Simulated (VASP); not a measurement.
# Li2Y2Sn (P6/mmm) in VASP: notebook, part 2 of 2

VASP 6.6.1. Earlier steps stand in the parts before.

## Step 3: Relaxation of cell and atoms, PBE

This run uses another cell than the first one, of 19.70 Å³/atom.

INCAR reads:

```
SYSTEM = Li2Y2Sn
ALGO = Normal
EDIFF = 1E-6
EDIFFG = -0.08
ENCUT = 600
GGA = PE
IBRION = 2
ISIF = 3
ISMEAR = 0
LASPH = .TRUE.
LCHARG = .FALSE.
LREAL = .FALSE.
LWAVE = .FALSE.
NELM = 80
NSW = 36
PREC = Accurate
SIGMA = 0.2
```

KPOINTS reads:

```
k-points
0
G
  5 5 2
  0 0 0
```

POSCAR reads:

```
Li2Y2Sn
1.0
    3.8840925200      0.0000000000      0.0000000000
   -1.9420462600      3.3637227900      0.0000000000
    0.0000000000      0.0000000000      7.5394281300
Li Y Sn
2 2 1
Direct
    0.3333333300      0.6666666700      0.0000000000
    0.6666666700      0.3333333300      0.0000000000
    0.0000000000      0.0000000000      0.3190189800
    0.0000000000      0.0000000000      0.6809810200
    0.0000000000      0.0000000000      0.0000000000
```

Potentials or basis: VASP PAW PBE potentials, release 64 (Li_sv, Y_sv, Sn_d).

Started as:

```console
$ cat potpaw_PBE.64/Li_sv/POTCAR potpaw_PBE.64/Y_sv/POTCAR potpaw_PBE.64/Sn_d/POTCAR > POTCAR
$ mpirun -np 1 vasp_std > vasp.out
```

OUTCAR:

```text
SYSTEM = Li2Y2Sn
   EDIFF = 1E-6
   EDIFFG = -0.08
   ENCUT = 600
   GGA = PE
   IBRION = 2
   ISIF = 3
   ISMEAR = 0
   LASPH = .TRUE.
   LREAL = .FALSE.
   NELM = 80
   NSW = 36
   PREC = Accurate

 ion  position               nearest neighbor table
   1  0.333  0.667  0.000-   2 2.24   5 2.24   2 2.24   5 2.24   5 2.24   2 2.24   4 3.29   3 3.29
                             3 3.29   4 3.29   3 3.29   4 3.29
   2  0.667  0.333  0.000-   1 2.24   5 2.24   1 2.24   5 2.24   5 2.24   1 2.24   4 3.29   3 3.29
                             4 3.29   3 3.29   4 3.29   3 3.29
   3  0.000  0.000  0.319-   5 2.41   4 2.73   1 3.29   2 3.29   1 3.29   2 3.29   2 3.29   1 3.29

   4  0.000  0.000  0.681-   5 2.41   3 2.73   1 3.29   2 3.29   1 3.29   2 3.29   2 3.29   1 3.29

   5  0.000  0.000  0.000-   1 2.24   2 2.24   1 2.24   2 2.24   2 2.24   1 2.24   3 2.41   4 2.41

  LATTYP: Found a hexagonal cell.
 ALAT       =     3.8840925200
 C/A-ratio  =     1.9411041553

  Lattice vectors:

 A1 = (   3.8840925200,   0.0000000000,   0.0000000000)
 A2 = (  -1.9420462600,   3.3637227900,   0.0000000000)
 A3 = (   0.0000000000,   0.0000000000,   7.5394281300)

Analysis of symmetry for initial positions (statically):
=====================================================================
 Subroutine PRICEL returns:
 Original cell was already a primitive cell.

 Routine SETGRP: Setting up the symmetry group for a
 hexagonal supercell.

 Subroutine GETGRP returns: Found 24 space group operations
 (whereof 24 operations were pure point group operations)
 out of a pool of 24 trial point group operations.

The static configuration has the point symmetry D_6h.

Analysis of symmetry for dynamics (positions and initial velocities):
=====================================================================
 Subroutine PRICEL returns:
 Original cell was already a primitive cell.

 Routine SETGRP: Setting up the symmetry group for a
 hexagonal supercell.

 Subroutine GETGRP returns: Found 24 space group operations
 (whereof 24 operations were pure point group operations)
 out of a pool of 24 trial point group operations.

The dynamic configuration has the point symmetry D_6h.

 Subroutine INISYM returns: Found 24 space group operations
 (whereof 24 operations are pure point group operations),
 and found     1 'primitive' translations

----------------------------------------------------------------------------------------

                                     Primitive cell

  volume of cell :      98.5027

  direct lattice vectors                    reciprocal lattice vectors
     3.884092520  0.000000000  0.000000000     0.257460396  0.148644829  0.000000000
    -1.942046260  3.363722790  0.000000000     0.000000000  0.297289659  0.000000000
     0.000000000  0.000000000  7.539428130     0.000000000  0.000000000  0.132636054

  length of vectors
     3.884092520  3.884092517  7.539428130     0.297289658  0.297289659  0.132636054

  position of ions in fractional coordinates (direct lattice)
     0.333333330  0.666666670  0.000000000
     0.666666670  0.333333330  0.000000000
     0.000000000  0.000000000  0.319018980
     0.000000000  0.000000000  0.680981020
     0.000000000  0.000000000  0.000000000

  ion indices of the primitive-cell ions
   primitive index   ion index
                 1           1
                 2           2
[... 27 lines left out ...]

 Found     10 irreducible k-points:

 Following reciprocal coordinates:
            Coordinates               Weight
  0.000000  0.000000  0.000000      1.000000
  0.200000  0.000000  0.000000      6.000000
  0.400000  0.000000  0.000000      6.000000
  0.200000  0.200000  0.000000      6.000000
  0.400000  0.200000  0.000000      6.000000
  0.000000  0.000000  0.500000      1.000000
  0.200000  0.000000  0.500000      6.000000
  0.400000  0.000000  0.500000      6.000000
  0.200000  0.200000  0.500000      6.000000
  0.400000  0.200000  0.500000      6.000000
   k-points           NKPTS =     10   k-points in BZ     NKDIM =     10   number of bands    NBANDS=     25
   number of dos      NEDOS =    301   number of ions     NIONS =      5
   total plane-waves  NPLWV =  61440
   dimension x,y,z NGX =    32 NGY =   32 NGZ =   60
   dimension x,y,z NGXF=    64 NGYF=   64 NGZF=  120
   ions per type =               2   2   1
   NGX,Y,Z   is equivalent  to a cutoff of  13.70, 13.70, 13.23 a.u.
   NGXF,Y,Z  is equivalent  to a cutoff of  27.39, 27.39, 26.46 a.u.
 SYSTEM =  Li2Y2Sn
   PREC   = accura    normal or accurate (medium, high low for compatibility)
   ISTART =      0    job   : 0-new  1-cont  2-samecut
   ICHARG =      2    charge: 1-file 2-atom 10-const
   ISPIN  =      1    spin polarized calculation?
   LNONCOLLINEAR =      F non collinear calculations
   LSORBIT =      F    spin-orbit coupling
   LASPH  =      T    aspherical Exc in radial PAW
   ENCUT  =  600.0 eV  44.10 Ry    6.64 a.u.   7.76  7.76 15.06*2*pi/ulx,y,z
   NELM   =     80;   NELMIN=  2; NELMDL= -5     # of ELM steps
   EDIFF  = 0.1E-05   stopping-criterion for ELM
   LREAL  =      F    real-space projection
   EDIFFG = -.8E-01   stopping-criterion for IOM
   NSW    =     36    number of steps for IOM
   IBRION =      2    ionic relax: 0-MD 1-quasi-New 2-CG
   NFREE  =      1    steps in history (QN), initial steepest desc. (CG)
   ISIF   =      3    stress and relaxation
   ISYM   =      2    0-nonsym 1-usesym 2-fastsym
   POTIM  = 0.5000    time-step for ionic-motion
   TEBEG  =    0.0;   TEEND  =   0.0 temperature during run
   PSTRESS=    0.0 pullay stress
   NELECT =      42.0000    total number of electrons
   NUPDOWN=      -1.0000    fix difference up-down
   EMIN   =  10.00;   EMAX   =-10.00  energy-range for DOS
   EFERMI =   0.00;   METHOD = LEGACY
   ISMEAR =     0;   SIGMA  =   0.20  broadening in eV -4-tet -1-fermi 0-gaus
   EFERMI_NEDOS =   21; number of points for ismear=-14 and -15
   IALGO  =     38    algorithm
   IMIX   =      4    mixing-type and parameters
     AMIX     =   0.40;   BMIX     =  1.00
     AMIX_MAG =   1.60;   BMIX_MAG =  1.00
  volume/ion in A,a.u.               =      19.70       132.95
  Fermi-wavevector in a.u.,A,eV,Ry     =   1.232183  2.328488 20.657384  1.518275
  Thomas-Fermi vector in A             =   2.366963
   LORBIT       =      0    0 simple, 1 ext, 2 COOP (PROOUT), +10 PAW based schemes
   GGA     = PE    functional components
   LHFCALC =     F    Hartree Fock is set to
   AEXX    =    0.0000 exact exchange contribution
   IVDW    =     0    specifies the selected vdW correction
   LEPSILON=     F    determine dielectric tensor
   LRPA    =     F    only Hartree local field effects (RPA)
 conjugate gradient relaxation of ions
 non-spin polarized calculation
 Gauss-broadening in eV      SIGMA  =   0.20
  energy-cutoff  :      600.00
  volume of cell :       98.50
 maximum number of plane-waves:      3313
 NGX is ok and might be reduce to    32
   NGX = 15   NGY = 15   NGZ = 31

--------------------------------------- Ionic step        1  -------------------------------------------

 number of electron      42.0000007 magnetization

 Free energy of the ion-electron system (eV)
  ---------------------------------------------------
  ext. energy  EPLUGINS =         0.00000000
  ---------------------------------------------------
  free energy    TOTEN  =       -14.41575511 eV

  energy without entropy =      -14.33122976  energy(sigma->0) =      -14.37349244

 E-fermi :   4.9518     XC(G=0):  -9.9122

 val. band max:        4.9506087726   @ k =   0.2000   0.0000   0.5000
 cond. band min:       5.0173542365   @ k =   0.4000   0.0000   0.5000
 fundamental gap:      0.0667454639
 Fermi energy:         4.9518029023

 k-point     1 :       0.0000    0.0000    0.0000
  band No.  band energies     occupation
      1     -40.8018      2.00000
      2     -40.5668      2.00000
      3     -37.7600      2.00000
      4     -37.5411      2.00000
      5     -19.2477      2.00000
      6     -17.5950      2.00000
[... 379 lines left out ...]
  FREE ENERGIE OF THE ION-ELECTRON SYSTEM (eV)
  ---------------------------------------------------
  free  energy   TOTEN  =       -18.2163325622 eV

  energy  without entropy=      -18.0962088378  energy(sigma->0) =      -18.15627070

[... ionic steps 4 to 8 ...]

--------------------------------------- Ionic step        9  -------------------------------------------

 number of electron      41.9999987 magnetization

------------------------ aborting loop because EDIFF is reached ----------------------------------------
[... 73 lines left out ...]
--------------------------------------- Ionic step       11  -------------------------------------------

 number of electron      42.0000036 magnetization

 Free energy of the ion-electron system (eV)
  ---------------------------------------------------
  ext. energy  EPLUGINS =         0.00000000
  ---------------------------------------------------
  free energy    TOTEN  =       -18.92958280 eV

  energy without entropy =      -18.80018245  energy(sigma->0) =      -18.86488262

 E-fermi :   2.3238     XC(G=0):  -8.1978

 val. band max:        2.3007308140   @ k =   0.2000   0.0000   0.5000
 cond. band min:       2.3468237324   @ k =   0.0000   0.0000   0.0000
 fundamental gap:      0.0460929184
 Fermi energy:         2.3237844006

 k-point     1 :       0.0000    0.0000    0.0000
  band No.  band energies     occupation
      1     -43.4911      2.00000
      2     -43.4302      2.00000
      3     -41.5027      2.00000
      4     -41.4698      2.00000
      5     -21.5722      2.00000
      6     -21.4493      2.00000
[... 301 lines left out ...]
  FREE ENERGIE OF THE ION-ELECTRON SYSTEM (eV)
  ---------------------------------------------------
  free  energy   TOTEN  =       -18.9295827967 eV

  energy  without entropy=      -18.8001824469  energy(sigma->0) =      -18.86488262

 reached required accuracy - stopping structural energy minimisation
```

CONTCAR:

```text
Li2Y2Sn
   1.00000000000000
     4.4565631836041915    0.0000000000000000    0.0000000000000000
    -2.2282815918020957    3.8594969262583101    0.0000000000000000
    -0.0000000000000000    0.0000000000000000    9.0547954483146054
  Li              Y               Sn
     2     2     1
Direct
     0.3333333300000021    0.6666666699999979    0.0000000000000000
     0.6666666699999979    0.3333333300000021    0.0000000000000000
     0.0000000000000000    0.0000000000000000    0.3201295007638128
     0.0000000000000000    0.0000000000000000    0.6798704992361871
     0.0000000000000000    0.0000000000000000    0.0000000000000000

  0.00000000E+00  0.00000000E+00  0.00000000E+00
  0.00000000E+00  0.00000000E+00  0.00000000E+00
  0.00000000E+00  0.00000000E+00  0.00000000E+00
  0.00000000E+00  0.00000000E+00  0.00000000E+00
  0.00000000E+00  0.00000000E+00  0.00000000E+00
```

Wall time 2.7 min (1 thread of Intel Xeon 6975P-C (Granite Rapids), shared host); peak memory 0.26 GiB.

Results:

```
Free energy                           : -18.9296 eV
Relaxed volume                        : 31.15 Å³/atom
Relaxed cell                          : a = 4.457 Å, b = 4.457 Å, c = 9.055 Å, α = 90.00°, β = 90.00°, γ = 120.00°
Space group after relaxing (to 0.1 Å) : P6/mmm (No. 191)
Energy gained by relaxing             : 902.8 meV/atom
Ionic steps                           : 11
Pressure after relaxing               : 0.2 GPa
Largest force after relaxing          : 0.057 eV/Å
Band gap on the k mesh                : zero (bands 21 and 22 overlap by 0.38 eV)
```

Forces in eV/Å, atoms in the order of the input:
```
Li   0.000  0.000  0.000
Li   0.000  0.000  0.000
Y    0.000  0.000 -0.057
Y    0.000  0.000  0.057
Sn   0.000  0.000  0.000
```

Step by step:
```csv
step,energy change (eV),largest force (eV/Å),pressure (GPa),volume (Å³)
1,0.0000,5.5038,33.95,98.50
2,-3.1697,1.9900,-1.53,169.35
3,-3.8006,1.7687,4.01,134.44
4,-3.8003,1.8489,3.38,136.56
5,-4.3233,1.2550,0.10,151.79
6,-4.4053,0.8023,-1.27,163.47
7,-4.4064,0.8628,-1.13,161.88
8,-4.4797,0.3355,-0.14,157.44
9,-4.4849,0.1291,0.26,155.97
10,-4.5101,0.0798,0.21,155.83
11,-4.5138,0.0571,0.19,155.74
```

Final structure:
```cif
data_structure
_symmetry_space_group_name_H-M 'P 1'
_symmetry_Int_Tables_number 1
_cell_length_a 4.4566
_cell_length_b 4.4566
_cell_length_c 9.0548
_cell_angle_alpha 90.000
_cell_angle_beta 90.000
_cell_angle_gamma 120.000
_cell_volume 155.74
loop_
_atom_site_label
_atom_site_type_symbol
_atom_site_fract_x
_atom_site_fract_y
_atom_site_fract_z
_atom_site_occupancy
Li1 Li 0.33333 0.66667 0.00000 1
Li2 Li 0.66667 0.33333 0.00000 1
Y1 Y 0.00000 0.00000 0.32013 1
Y2 Y 0.00000 0.00000 0.67987 1
Sn1 Sn 0.00000 0.00000 0.00000 1
```

Levels at points of the mesh, in eV from the Fermi level:
| k point | band 18 | band 19 | band 20 | band 21 | band 22 | band 23 | band 24 | band 25 |
| --- | --- | --- | --- | --- | --- | --- | --- | --- |
| (0.00, 0.00, 0.00) | -2.61 | -0.25 | 0.02 | 0.09 | 0.09 | 1.07 | 1.07 | 1.58 |
| (0.00, 0.00, 0.50) | -1.19 | -1.15 | 0.08 | 0.30 | 0.30 | 1.16 | 1.22 | 1.29 |

Caveat: the k points lie up to 0.35 Å⁻¹ apart in the final cell; the cutoff is under 1.25 times the usual one of these potentials, so pressure, stress and relaxed cells hold a basis-set (Pulay) error; the volume moved by over 15 % at a fixed basis, so the end points are rough; spin-orbit coupling is left out, which moves the levels of the heavy elements; the relaxation stopped at a loose force limit of 0.08 eV/Å, so its end isn't a converged minimum.

The gap in the log of VASP goes by the Fermi energy; the results here count the filled bands.